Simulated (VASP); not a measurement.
Here is a VASP 6.6.1 calculation.

The input INCAR:

```
SYSTEM = Co
PREC = Accurate ; ENCUT = 520
EDIFF = 1E-7 ; ISMEAR = -1
SIGMA = 0.05 ; LREAL = .FALSE.
LASPH = .TRUE. ; NELM = 150
ALGO = Normal ; ISIF = 2
LWAVE = .FALSE. ; LCHARG = .FALSE.
ISPIN = 2 ; MAGMOM = -1.736 -1.736
LORBIT = 11 ; LMAXMIX = 4
GGA = B5 ; ALDAX = 1.0
AGGAX = 1.0 ; AGGAC = 1.0
ALDAC = 0.0 ; NBANDS = 20
```

File KPOINTS:

```
regular mesh
0
G
  12 12 12
  0 0 0
```

Contents of POSCAR:

```
Co
1.0
    0.0000000000      2.5433351057      2.5433351057
    2.5433351057      0.0000000000      2.5433351057
    2.5433351057      2.5433351057      0.0000000000
Co
2
Direct
    0.1250000000      0.1250000000      0.1250000000
    0.8750000000      0.8750000000      0.8750000000
```

Potentials or basis: VASP PAW PBE potentials, release 64 (Co).

Run with:

```sh
$ cat potpaw_PBE.64/Co/POTCAR > POTCAR
$ mpirun -np 1 vasp_std > vasp.out
```

Q: What does it give for the net moment?

A: -3.39 μB per cell.

Q: What does it give for the site moments?

A: Co -1.68 μB.
